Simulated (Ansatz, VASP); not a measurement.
## AlNi in VASP and in Ansatz

```
CELL_PARAMETERS angstrom
2.88100 0.00000 0.00000
0.00000 2.88100 0.00000
0.00000 0.00000 2.88100
ATOMIC_POSITIONS crystal
Ni 0.50000 0.50000 0.50000
Al 0.00000 0.00000 0.00000
```

Alike in both runs: task single point; functional PBEsol; k mesh 8 × 8 × 8; occupations fermi-dirac, width 0.05 eV; collinear spin; fixed moment 0.2 μB.

|  | VASP | Ansatz |
| --- | --- | --- |
| version | VASP 6.6.1 | Ansatz 0.2.0 |
| potentials or method | VASP PAW PBE potentials, release 64 (Ni_sv_GW, Al) | Ansatz PAW |
| plane-wave cutoff (eV) | 690 | 420 |
| valence electrons in the cell | 21 | 21 |

Ansatz gave:

```
pressure (GPa)           : -3.1
net moment per atom (μB) : 0.10
```

Q: What did VASP give for the same quantities?

A: Pressure (GPa): -2.3; net moment per atom (μB): 0.10.

VASP's potentials were made for PBE, not for PBEsol.
